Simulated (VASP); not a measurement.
Input of a VASP 6.6.1 run:

The input INCAR:

```
SYSTEM = Co8Si16HCl
PREC = Accurate
ENCUT = 520
EDIFF = 1E-6
ISMEAR = 0
SIGMA = 0.1
LREAL = Auto
LASPH = .True.
NELM = 80
ALGO = Normal
ISIF = 2
LWAVE = .False.
LCHARG = .False.
LDIPOL = .True.
IDIPOL = 3
DIPOL = 0.5 0.5 0.472
GGA = PE
IVDW = 12
NBANDS = 91
```

File KPOINTS:

```
regular mesh
0
Gamma
  3 3 1
  0 0 0
```

POSCAR

```
Co8Si16HCl
1.0
    7.5013146777      0.0000000000      0.0000000000
   -3.7506573389      6.4963290727      0.0000000000
    0.0000000000      0.0000000000     22.5935983401
Si Co Cl H
16 8 1 1
Direct
    0.5000000000      0.5000000000      0.3540825980
    0.5000000000      0.0000000000      0.3540825980
    0.0000000000      0.5000000000      0.3540825980
    0.0000000000      0.0000000000      0.3540825980
    0.6666666667      0.3333333333      0.4218539829
    0.6666666667      0.8333333333      0.4218539829
    0.1666666667      0.3333333333      0.4218539829
    0.1666666667      0.8333333333      0.4218539829
    0.8336478692      0.6667908759      0.4881822405
    0.8334740241      0.1666994262      0.4881060671
    0.3332903031      0.6667739775      0.4881880099
    0.3332292785      0.1663399206      0.4882027673
   -0.0003688739      0.4991214621      0.5562603224
   -0.0002151368      0.0005331352      0.5562077784
    0.4999964560      0.4998830245      0.5563237780
    0.5012844001      0.0006932305      0.5561199351
    0.3333333333      0.1666666667      0.3879682905
    0.3333333333      0.6666666667      0.3879682905
    0.8333333333      0.1666666667      0.3879682905
    0.8333333333      0.6666666667      0.3879682905
    0.6667098532      0.3334335637      0.5249383924
    0.6667276100      0.8331913540      0.5249911408
    0.1668427237      0.3333797419      0.5249623061
    0.1667022562      0.8332108517      0.5253491763
    0.1759174328      0.8457754678      0.6988999819
    0.1700040216      0.8364824257      0.6408296572
```

Potentials or basis: VASP PAW PBE potentials, release 64 (Si, Co, Cl, H).

Launch:

```console
$ cat potpaw_PBE.64/Si/POTCAR potpaw_PBE.64/Co/POTCAR potpaw_PBE.64/Cl/POTCAR potpaw_PBE.64/H/POTCAR > POTCAR
$ mpirun -np 1 vasp_std > vasp.out
```

Problem. What does it give for the dispersion energy per atom?

Solution. -0.282 eV.

Problem. Predict the largest force.

Solution. 0.686 eV/Å.

Forces in eV/Å, atoms in the order of the input:
```
Si   0.000  0.000  0.305
Si   0.001  0.001  0.305
Si   0.000 -0.001  0.306
Si   0.000  0.001  0.306
Si  -0.006  0.003  0.367
Si   0.001 -0.007  0.371
Si   0.008  0.004  0.368
Si   0.001 -0.001  0.383
Si   0.000  0.001  0.019
Si  -0.002 -0.001  0.018
Si   0.001 -0.001  0.019
Si   0.000  0.002  0.017
Si   0.000 -0.001 -0.014
Si  -0.006 -0.005 -0.011
Si   0.001  0.003 -0.006
Si  -0.007 -0.010 -0.006
Co   0.000 -0.006 -0.683
Co  -0.004  0.002 -0.684
Co   0.001  0.000 -0.686
Co   0.005  0.003 -0.685
Co   0.000  0.003 -0.001
Co   0.001  0.000 -0.007
Co   0.000  0.002 -0.002
Co   0.005  0.008 -0.003
Cl  -0.001 -0.009 -0.136
H    0.000  0.009  0.141
```

Caveat: the run has no spin polarisation, though such a crystal can be magnetic. Spin polarisation is off, so any magnetic state and its effect on volume and gap are missing.
